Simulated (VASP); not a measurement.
A run of VASP 6.6.1 is set up as follows.

Contents of INCAR:

```
SYSTEM = WS2
ALGO     = Normal         ! electronic algorithm
EDIFF    = 1E-7           ! SCF threshold, eV
ENCUT    = 520            ! plane-wave cutoff, eV
GGA      = PE             ! functional
ISIF     = 2              ! what is computed and relaxed
ISMEAR   = -1             ! smearing method
LASPH    = .TRUE.         ! aspherical terms in the spheres
LCHARG   = .FALSE.        ! write CHGCAR
LREAL    = .FALSE.        ! projectors in reciprocal space
LWAVE    = .FALSE.        ! write WAVECAR
NBANDS   = 35             ! bands
NELM     = 80             ! most SCF steps
PREC     = Accurate       ! precision mode
SIGMA    = 0.02           ! smearing width, eV
```

KPOINTS

```
k-points
0
G
  12 12 2
  0 0 0
```

POSCAR

```
WS2
1.0
    3.1699463305      0.0000000000      0.0000000000
   -1.5849731653      2.7452540509      0.0000000000
    0.0000000000      0.0000000000     12.4910703517
W S
2 4
Direct
    0.3333333333      0.6666666667      0.2500000000
    0.6666666667      0.3333333333      0.7500000000
    0.6666666667      0.3333333333      0.3751079157
    0.6666666667      0.3333333333      0.1248920843
    0.3333333333      0.6666666667      0.8751079157
    0.3333333333      0.6666666667      0.6248920843
```

Potentials or basis: VASP PAW PBE potentials, release 64 (W_sv, S).

Launch:

```console
$ cat potpaw_PBE.64/W_sv/POTCAR potpaw_PBE.64/S/POTCAR > POTCAR
$ mpirun -np 1 vasp_std > vasp.out
```

**Question.** Estimate the pressure.

**Answer.** 3.2 GPa.

**Question.** Predict the largest force.

**Answer.** 0.198 eV/Å.

**Question.** What does it give for the band gap on the k mesh?

**Answer.** 1.06 eV (least direct gap 1.78 eV).

Forces on the atoms (eV/Å):
```
W    0.000  0.000  0.000
W    0.000  0.000  0.000
S    0.000  0.000  0.198
S    0.000  0.000 -0.198
S    0.000  0.000  0.198
S    0.000  0.000 -0.198
```

Caveat: the cell stands under pressure; spin-orbit coupling is left out, which moves the levels of the heavy elements; this functional lacks dispersion, which binds layers or chains, so the pressure and a relaxed spacing across them are unreliable. A k mesh can miss the band edges.
